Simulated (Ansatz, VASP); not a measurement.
## One calculation of Ge, two programs

The input INCAR:

```
ALGO = Normal
EDIFF = 1E-6
ENCUT = 520
GGA = RE
ISIF = 2
ISMEAR = -1
LASPH = T
LCHARG = T
LELF = T
LREAL = F
LVHAR = T
LWAVE = F
NBANDS = 36
NELM = 80
PREC = Accurate
SIGMA = 0.1
```

Contents of KPOINTS:

```
k-points
0
Gamma
  16 16 5
```

The input POSCAR:

```
Ge
1.0
    2.9534875223      0.0000000000      0.0000000000
   -1.4767437612      2.5577952241      0.0000000000
    0.0000000000      0.0000000000      9.6827828686
Ge
4
Direct
    1.0000000000      1.0000000000      0.0000000000
    1.0000000000      1.0000000000      0.5000000000
    0.3333333333      0.6666666667      0.2500000000
    0.6666666667      0.3333333333      0.7500000000
```

Input for Ansatz:

```yaml
crystal:
  lattice:
    - [2.9534875223, 0.0, 0.0]
    - [-1.4767437612, 2.5577952241, 0.0]
    - [0.0, 0.0, 9.6827828686]
  atoms:
    - { symbol: Ge, position: [1.0, 1.0, 0.0] }
    - { symbol: Ge, position: [1.0, 1.0, 0.5] }
    - { symbol: Ge, position: [0.3333333333, 0.6666666667, 0.25] }
    - { symbol: Ge, position: [0.6666666667, 0.3333333333, 0.75] }
hamiltonian:
  xc: revpbe
  pseudopotentials:
    kind: paw
    azcp:
      Ge: "pseudopotentials/Ge.paw.azcp"
basis:
  ecutwfc: 420
  fft_grid_basis: typed
kpoints:
  mp_grid: { grid: [16, 16, 5], shift: [0, 0, 0] }
magnetization:
  spin_polarized: false
scf:
  occupations: { method: fermi_dirac, width: 0.1 }
output:
  stress: true
  write_density: true
  write_potential: true
  elf: true
  volumetric_format: npy
```

Alike in both runs: task single point; functional revPBE; k mesh 16 × 16 × 5; occupations fermi-dirac, width 0.1 eV; no spin polarisation.

```csv
,VASP,Ansatz
version,VASP 6.6.1,Ansatz 0.2.0
potentials or method,"VASP PAW PBE potentials, release 64 (Ge_d), cutoff 520 eV","plane waves (420 eV) with PAW, scalar-relativistic"
valence electrons in the cell,56,56
```

|  | VASP | Ansatz | Ansatz less VASP |
| --- | --- | --- | --- |
| pressure (GPa) | 6.3 | 5.7 | -0.54 |
| traceless stress, the component that is largest in VASP (GPa) | 0.79 | 0.79 | +0.001 |

VASP's potentials were made for PBE, not for revPBE.
